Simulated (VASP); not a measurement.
# HgTe (I-4m2) in VASP: notebook

Aim: see how the results for HgTe move with the level of theory and the settings. Levels: PBE, PBEsol, LDA. Tasks: single point.

All numbers are computed with VASP 6.6.1; they aren't measurements. Logs are shortened: lines on timing, memory, paths and dates and some standing lists are left out, and cuts for length are marked.

### 1 The cell of the first run

The structure is tetragonal, space group I-4m2 (No. 119). Conventional cell: a = 6.091 Å, b = 6.091 Å, c = 3.119 Å, α = 90.00°, β = 90.00°, γ = 90.00°. Within 4.1 Å of Hg (site symmetry -4m2) lie 2 Hg at 3.12 Å and 8 Te at 3.14 to 3.84 Å. Within 4.1 Å of Te (site symmetry -4m2) lie 2 Te at 3.12 Å and 8 Hg at 3.14 to 3.84 Å.

### 2 Single point, PBE

Input file INCAR:

```
PREC = Accurate
ENCUT = 520
EDIFF = 1E-6
ISMEAR = 0
SIGMA = 0.02
LREAL = F
LASPH = T
NELM = 60
ALGO = Normal
ISIF = 2
LWAVE = F
LCHARG = F
GGA = PE
NBANDS = 16
```

Input file KPOINTS:

```
Automatic mesh
0
Gamma
  10 10 10
```

Input file POSCAR:

```
HgTe
1.0
   -3.0456030000      3.0456030000      1.5594100000
    3.0456030000     -3.0456030000      1.5594100000
    3.0456030000      3.0456030000     -1.5594100000
Hg Te
1 1
Direct
    0.7500000000      0.2500000000      0.5000000000
    0.0000000000      0.0000000000      0.0000000000
```

Potentials or basis: VASP PAW PBE potentials, release 64 (Hg, Te).

Command:

```console
cat potpaw_PBE.64/Hg/POTCAR potpaw_PBE.64/Te/POTCAR > POTCAR
mpirun -np 1 vasp_std > vasp.out
```

OUTCAR:

```text
PREC = Accurate
   ENCUT = 520
   EDIFF = 1E-6
   ISMEAR = 0
   LREAL = F
   LASPH = T
   NELM = 60
   ISIF = 2
   GGA = PE

 ion  position               nearest neighbor table
   1  0.750  0.250  0.500-   2 3.14   2 3.14   2 3.14   2 3.14
   2  0.000  0.000  0.000-   1 3.14   1 3.14   1 3.14   1 3.14

  LATTYP: Found a body centered tetragonal cell.
 ALAT       =     6.0912060000
 C/A-ratio  =     0.5120201156

  Lattice vectors:

 A1 = (  -3.0456030000,   3.0456030000,   1.5594100000)
 A2 = (   3.0456030000,  -3.0456030000,   1.5594100000)
 A3 = (   3.0456030000,   3.0456030000,  -1.5594100000)

Analysis of symmetry for initial positions (statically):
=====================================================================
 Subroutine PRICEL returns:
 Original cell was already a primitive cell.

 Routine SETGRP: Setting up the symmetry group for a
 body centered tetragonal supercell.

 Subroutine GETGRP returns: Found  8 space group operations
 (whereof  8 operations were pure point group operations)
 out of a pool of 16 trial point group operations.

The static configuration has the point symmetry D_2d.

Analysis of symmetry for dynamics (positions and initial velocities):
=====================================================================
 Subroutine PRICEL returns:
 Original cell was already a primitive cell.

 Routine SETGRP: Setting up the symmetry group for a
 body centered tetragonal supercell.

 Subroutine GETGRP returns: Found  8 space group operations
 (whereof  8 operations were pure point group operations)
 out of a pool of 16 trial point group operations.

The dynamic configuration has the point symmetry D_2d.

 Subroutine INISYM returns: Found  8 space group operations
 (whereof  8 operations are pure point group operations),
 and found     1 'primitive' translations

----------------------------------------------------------------------------------------

                                     Primitive cell

  volume of cell :      57.8585

  direct lattice vectors                    reciprocal lattice vectors
    -3.045603000  3.045603000  1.559410000     0.000000000  0.164171102  0.320634086
     3.045603000 -3.045603000  1.559410000     0.164171102  0.000000000  0.320634086
     3.045603000  3.045603000 -1.559410000     0.164171102  0.164171102  0.000000000

  length of vectors
     4.580737366  4.580737366  4.580737366     0.360219888  0.360219888  0.232172999

  position of ions in fractional coordinates (direct lattice)
     0.750000000  0.250000000  0.500000000
     0.000000000  0.000000000  0.000000000

  ion indices of the primitive-cell ions
   primitive index   ion index
                 1           1
                 2           2

----------------------------------------------------------------------------------------

 KPOINTS: Automatic mesh

Automatic generation of k-mesh.
 Grid dimensions read from file:
 generate k-points for:   10   10   10

 Generating k-lattice:

  Cartesian coordinates                     Fractional coordinates (reciprocal lattice)
     0.000000000  0.016417110  0.032063409     0.100000000 -0.000000000  0.000000000
     0.016417110  0.000000000  0.032063409    -0.000000000  0.100000000  0.000000000
     0.016417110  0.016417110  0.000000000     0.000000000  0.000000000  0.100000000

  Length of vectors
     0.036021989  0.036021989  0.023217300

  Shift w.r.t. Gamma in fractional coordinates (k-lattice)
     0.000000000  0.000000000  0.000000000

 Subroutine IBZKPT returns following result:
 ===========================================

 Found    102 irreducible k-points:

 Following reciprocal coordinates:
            Coordinates               Weight
  0.000000  0.000000  0.000000      1.000000
  0.100000  0.000000  0.000000      8.000000
  0.200000  0.000000  0.000000      8.000000
  0.300000  0.000000  0.000000      8.000000
  0.400000  0.000000  0.000000      8.000000
  0.500000  0.000000  0.000000      4.000000
[... 16 lines left out ...]
  0.300000  0.300000  0.000000      8.000000
  0.400000  0.300000  0.000000     16.000000
 [... further k-points ...]
   k-points           NKPTS =    102   k-points in BZ     NKDIM =    102   number of bands    NBANDS=     16
   number of dos      NEDOS =    301   number of ions     NIONS =      2
   total plane-waves  NPLWV =  46656
   dimension x,y,z NGX =    36 NGY =   36 NGZ =   36
   dimension x,y,z NGXF=    72 NGYF=   72 NGZF=   72
   ions per type =               1   1
   NGX,Y,Z   is equivalent  to a cutoff of  13.07, 13.07, 13.07 a.u.
   NGXF,Y,Z  is equivalent  to a cutoff of  26.13, 26.13, 26.13 a.u.
 SYSTEM =  unknown system
   PREC   = accura    normal or accurate (medium, high low for compatibility)
   ISTART =      0    job   : 0-new  1-cont  2-samecut
   ICHARG =      2    charge: 1-file 2-atom 10-const
   ISPIN  =      1    spin polarized calculation?
   LNONCOLLINEAR =      F non collinear calculations
   LSORBIT =      F    spin-orbit coupling
   LASPH  =      T    aspherical Exc in radial PAW
   ENCUT  =  520.0 eV  38.22 Ry    6.18 a.u.   8.52  8.52  8.52*2*pi/ulx,y,z
   NELM   =     60;   NELMIN=  2; NELMDL= -5     # of ELM steps
   EDIFF  = 0.1E-05   stopping-criterion for ELM
   LREAL  =      F    real-space projection
   EDIFFG = 0.1E-04   stopping-criterion for IOM
   NSW    =      0    number of steps for IOM
   IBRION =     -1    ionic relax: 0-MD 1-quasi-New 2-CG
   NFREE  =      0    steps in history (QN), initial steepest desc. (CG)
   ISIF   =      2    stress and relaxation
   ISYM   =      2    0-nonsym 1-usesym 2-fastsym
   POTIM  = 0.5000    time-step for ionic-motion
   TEBEG  =    0.0;   TEEND  =   0.0 temperature during run
   PSTRESS=    0.0 pullay stress
   NELECT =      18.0000    total number of electrons
   NUPDOWN=      -1.0000    fix difference up-down
   EMIN   =  10.00;   EMAX   =-10.00  energy-range for DOS
   EFERMI =   0.00;   METHOD = LEGACY
   ISMEAR =     0;   SIGMA  =   0.02  broadening in eV -4-tet -1-fermi 0-gaus
   EFERMI_NEDOS =   21; number of points for ismear=-14 and -15
   IALGO  =     38    algorithm
   IMIX   =      4    mixing-type and parameters
     AMIX     =   0.40;   BMIX     =  1.00
     AMIX_MAG =   1.60;   BMIX_MAG =  1.00
  volume/ion in A,a.u.               =      28.93       195.22
  Fermi-wavevector in a.u.,A,eV,Ry     =   1.109286  2.096246 16.742166  1.230515
  Thomas-Fermi vector in A             =   2.245823
   LORBIT       =      0    0 simple, 1 ext, 2 COOP (PROOUT), +10 PAW based schemes
   GGA     = PE    functional components
   LHFCALC =     F    Hartree Fock is set to
   AEXX    =    0.0000 exact exchange contribution
   IVDW    =     0    specifies the selected vdW correction
   LEPSILON=     F    determine dielectric tensor
   LRPA    =     F    only Hartree local field effects (RPA)
 non-spin polarized calculation
 Gauss-broadening in eV      SIGMA  =   0.02
  energy-cutoff  :      520.00
  volume of cell :       57.86
 maximum number of plane-waves:      1572
 NGX is ok and might be reduce to    36
   NGX = 17   NGY = 17   NGZ = 17

 number of electron      18.0000002 magnetization

 Free energy of the ion-electron system (eV)
  ---------------------------------------------------
  ext. energy  EPLUGINS =         0.00000000
  ---------------------------------------------------
  free energy    TOTEN  =        -3.24117026 eV

  energy without entropy =       -3.24061739  energy(sigma->0) =       -3.24089382

 E-fermi :   4.3812     XC(G=0):  -9.8271

 val. band max:        4.3783059667   @ k =  -0.3000  -0.4000   0.1000
 cond. band min:       4.3890755688   @ k =   0.2000   0.1000  -0.0000
 fundamental gap:      0.0107696020
 Fermi energy:         4.3811915595

 k-point     1 :       0.0000    0.0000    0.0000
  band No.  band energies     occupation
      1      -7.9932      2.00000
      2      -3.0240      2.00000
      3      -2.3168      2.00000
      4      -2.2402      2.00000
      5      -1.8205      2.00000
      6      -1.8205      2.00000
[... 8 lines left out ...]
     15      14.5032      0.00000
     16      15.5799      0.00000

 k-point     2 :       0.1000    0.0000    0.0000
  band No.  band energies     occupation
      1      -7.8346      2.00000
      2      -2.8758      2.00000
      3      -2.2964      2.00000
      4      -2.2520      2.00000
      5      -1.9021      2.00000
      6      -1.8998      2.00000
[... 8 lines left out ...]
     15      14.7562      0.00000
     16      14.9167      0.00000

 k-point     3 :       0.2000    0.0000    0.0000
  band No.  band energies     occupation
      1      -7.3753      2.00000
      2      -2.4846      2.00000
      3      -2.2805      2.00000
      4      -2.2556      2.00000
      5      -2.0879      2.00000
      6      -2.0774      2.00000
[... 8 lines left out ...]
     15      13.6823      0.00000
     16      13.8424      0.00000

 k-point     4 :       0.3000    0.0000    0.0000
  band No.  band energies     occupation
      1      -6.6799      2.00000
      2      -2.3739      2.00000
      3      -2.3481      2.00000
      4      -2.2283      2.00000
      5      -2.1233      2.00000
      6      -2.0063      2.00000
[... 8 lines left out ...]
     15      12.6543      0.00000
     16      14.5827      0.00000
[... 324 lines left out ...]
 k-point    22 :      -0.2000    0.2000    0.0000
  band No.  band energies     occupation
      1      -7.8360      2.00000
      2      -3.0328      2.00000
      3      -2.3587      2.00000
      4      -2.3181      2.00000
      5      -1.8225      2.00000
      6      -1.7999      2.00000
[... 8 lines left out ...]
     15      15.7876      0.00000
     16      16.6346      0.00000

 k-point    23 :       0.3000    0.3000    0.0000
  band No.  band energies     occupation
      1      -5.7764      2.00000
      2      -2.5826      2.00000
      3      -2.4424      2.00000
      4      -2.0876      2.00000
      5      -2.0568      2.00000
      6      -1.8612      2.00000
[... 8 lines left out ...]
     15      13.7446      0.00000
     16      14.6853      0.00000

 k-point    24 :       0.4000    0.3000    0.0000
  band No.  band energies     occupation
      1      -6.3948      2.00000
      2      -2.4254      2.00000
      3      -2.3606      2.00000
      4      -2.1583      2.00000
      5      -2.0815      2.00000
      6      -2.0703      2.00000
[... 8 lines left out ...]
     15      14.3215      0.00000
     16      15.4833      0.00000

 [... further k-points ...]
[... 5 lines left out ...]
  --------------------------------------------------------------------------------------
  -------------------------------------------------------------------------------------
  Total       -0.5780254     -0.5780254      1.2377044      0.0000000     -0.0000000      0.0000000
  in kB      -16.0062871    -16.0062871     34.2736724      0.0000000     -0.0000000      0.0000000
  external PRESSURE =       0.7536994 kB  Pullay stress =       0.0000000 kB

 VOLUME and BASIS-vectors are now :
 -----------------------------------------------------------------------------
  energy-cutoff  :      520.00
  volume of cell :       57.86
      direct lattice vectors                 reciprocal lattice vectors
    -3.045603000  3.045603000  1.559410000     0.000000000  0.164171102  0.320634086
     3.045603000 -3.045603000  1.559410000     0.164171102  0.000000000  0.320634086
     3.045603000  3.045603000 -1.559410000     0.164171102  0.164171102  0.000000000

 POSITION                                       TOTAL-FORCE (eV/Angst)
 -----------------------------------------------------------------------------------
      0.00000      3.04560      0.77970        -0.000000      0.000000     -0.000000
      0.00000      0.00000      0.00000         0.000000     -0.000000      0.000000
 -----------------------------------------------------------------------------------
    total drift:                               -0.000000      0.000000     -0.000000

  FREE ENERGIE OF THE ION-ELECTRON SYSTEM (eV)
  ---------------------------------------------------
  free  energy   TOTEN  =        -3.2411702558 eV

  energy  without entropy=       -3.2406173862  energy(sigma->0) =       -3.24089382
```

Wall time 32 s (1 thread of Intel Xeon 6975P-C (Granite Rapids), shared host); peak memory 0.26 GiB.

What came out:

- Free energy: -3.2412 eV
- Pressure: 0.1 GPa
- Band gap on the k mesh: zero (band 9 reaches 5.91 eV, above the bottom of band 10 at 2.54 eV)

Caveat: spin-orbit coupling is left out, which moves the levels of the heavy elements.

### 3 Single point, PBEsol

Input file INCAR:

```
SYSTEM = HgTe
PREC = Accurate
ENCUT = 520
EDIFF = 1E-7
ISMEAR = 0
SIGMA = 0.1
LREAL = .FALSE.
LASPH = .TRUE.
NELM = 60
ALGO = Normal
ISIF = 2
LWAVE = .FALSE.
LCHARG = .TRUE.
GGA = PS
LELF = .TRUE.
LVHAR = .TRUE.
NBANDS = 16
```

Input file KPOINTS:

```
regular mesh
0
G
  10 10 10
  0 0 0
```

POSCAR is that of step 2.

Potentials or basis: VASP PAW PBE potentials, release 64 (Hg, Te).

Command:

```console
cat potpaw_PBE.64/Hg/POTCAR potpaw_PBE.64/Te/POTCAR > POTCAR
mpirun -np 1 vasp_std > vasp.out
```

It took 34 s on 1 thread of Intel Xeon 6975P-C (Granite Rapids), shared host; peak memory 0.26 GiB.

Results (log left out):

```
Free energy            : -4.0451 eV
Pressure               : -3.2 GPa
Band gap on the k mesh : zero (band 9 reaches 5.74 eV, above the bottom of band 10 at 2.35 eV)
```

Stress tensor (GPa, compression positive):
```
-4.67  0.00  0.00
 0.00 -4.67  0.00
 0.00  0.00 -0.30
```

Levels at points of the mesh, in eV from the Fermi level:
```tsv
k point	band 7	band 8	band 9	band 10	band 11	band 12
(0.00, 0.00, 0.00)	-3.45	-2.38	-2.38	3.54	4.60	6.91
(0.50, 0.00, 0.00)	-4.48	-1.90	-1.04	-0.14	3.22	3.80
(0.50, 0.50, 0.00)	-6.04	-0.84	1.52	1.95	2.90	3.47
(0.50, 0.50, 0.50)	-4.38	-4.29	-4.29	3.20	7.35	8.03
```

Caveat: the PAW data sets were made with another functional, which shifts forces and pressure a little; spin-orbit coupling is left out, which moves the levels of the heavy elements.

(Part 1 of 2 ends here.)
